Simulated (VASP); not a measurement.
Here is a VASP 6.6.1 calculation.

File INCAR:

```
ALGO = Normal
EDIFF = 1E-6
EDIFFG = -0.04
ENCUT = 600
GGA = PE
IBRION = 2
ISIF = 3
ISMEAR = 0
LASPH = T
LCHARG = F
LREAL = F
LWAVE = F
NELM = 80
NSW = 90
PREC = Accurate
SIGMA = 0.1
```

KPOINTS

```
k-points
0
Gamma
  4 4 4
```

File POSCAR:

```
Li3SeF
1.0
    4.2812138900      0.0000000000      0.0000000000
    0.0000000000      4.2812138900      0.0000000000
    0.0000000000      0.0000000000      4.2020493900
Li Se F
3 1 1
Direct
    0.5000000000      0.0000000000      0.4369178400
    0.5000000000      0.5000000000      0.0073604700
    0.0000000000      0.5000000000      0.4369178400
    0.0000000000      0.0000000000      0.0987114500
    0.5000000000      0.5000000000      0.5200924100
```

Potentials or basis: VASP PAW PBE potentials, release 64 (Li_sv, Se, F).

Launch:

```bash
$ cat potpaw_PBE.64/Li_sv/POTCAR potpaw_PBE.64/Se/POTCAR potpaw_PBE.64/F/POTCAR > POTCAR
$ mpirun -np 1 vasp_std > vasp.out
```

Question: What does it give for the relaxed cell?

Answer: a = 3.997 Å, b = 3.997 Å, c = 3.994 Å, α = 90.00°, β = 90.00°, γ = 90.00°.

Question: Predict the band gap on the k mesh.

Answer: 3.74 eV, indirect (least direct gap 4.04 eV).

The path:
| step | energy change (eV) | largest force (eV/Å) | pressure (GPa) | volume (Å³) |
| --- | --- | --- | --- | --- |
| 1 | 0.0000 | 0.4908 | -3.74 | 77.02 |
| 2 | -0.1169 | 0.6090 | -2.54 | 73.07 |
| 3 | -0.2361 | 0.8287 | 0.72 | 66.18 |
| 4 | -0.2410 | 0.8996 | 2.21 | 63.97 |
| 5 | -0.3270 | 0.5304 | 1.87 | 63.09 |
| 6 | -0.3577 | 0.2020 | 1.97 | 62.20 |
| 7 | -0.3881 | 0.1327 | -0.23 | 64.66 |
| 8 | -0.3895 | 0.1312 | -0.74 | 65.35 |
| 9 | -0.4011 | 0.1311 | -0.62 | 64.90 |
| 10 | -0.4168 | 0.1466 | 0.15 | 63.50 |
| 11 | -0.4249 | 0.0818 | 0.20 | 63.30 |
| 12 | -0.4260 | 0.0816 | 0.27 | 63.19 |
| 13 | -0.4296 | 0.0108 | -0.23 | 63.80 |

Caveat: the cutoff is under 1.25 times the usual one of these potentials, so pressure, stress and relaxed cells hold a basis-set (Pulay) error; the volume moved by over 15 % at a fixed basis, so the end points are rough. Expect the measured gap to be larger: semilocal functionals such as PBE lack the derivative discontinuity.
